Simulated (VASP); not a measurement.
Runs of VASP 6.6.1 on Si. The structure is that of space group I4/mmm (No. 139), or close to it. The cells are those of the table. 

```tsv
cell	gap on the mesh (eV)	pressure (GPa)	largest force (eV/Å)
a = 4.969 Å, angles 100.1, 100.1, 130.6°, 4 atoms	none	1.2	1.48
a = 5.431 Å, angles 97.2, 97.2, 138.5°, 4 atoms	0.46	-9.4	0.50
a = 5.404 Å, angles 96.7, 96.7, 140.1°, 4 atoms	0.19	-6.8	0.78
a = 4.907 Å, angles 98.8, 98.8, 133.9°, 4 atoms	none	8.5	0.77
a = 5.313 Å, angles 98.8, 98.8, 134.0°, 4 atoms	0.28	-10.0	-
a = 5.052 Å, angles 97.7, 97.7, 137.1°, 4 atoms	0.46	4.2	0.46
a = 4.938 Å, angles 99.4, 99.4, 132.2°, 4 atoms	none	4.3	1.18
a = 5.284 Å, angles 98.2, 98.2, 135.5°, 4 atoms	0.63	-8.3	0.15
a = 5.024 Å, angles 97.1, 97.1, 138.8°, 4 atoms	0.19	(b)	1.11
a = 5.255 Å, angles 97.7, 97.7, 137.1°, 4 atoms	(a)	-5.8	0.38
a = 4.799 Å, angles 100.8, 100.8, 128.7°, 4 atoms	none	11.4	3.00
```

Alike in all rows: task single point; level r2SCAN; potentials or basis VASP PAW PBE potentials, release 64 (Si); no spin polarisation; k mesh 10 × 10 × 10; cutoff (eV) 520; smearing gaussian 0.03 eV.

Fill in the values left out.

(a) 0.60; (b) 9.9.

Caveats: the PAW data sets were made with another functional, which shifts forces and pressure a little; the cell stands under tension (at least some runs); the cell stands under pressure (at least some runs); semilocal functionals underestimate gaps, so a narrow gap can read as zero (at least some runs).

A k mesh can miss the band edges.

A gap of «none» marks levels without a gap at the run's occupations.
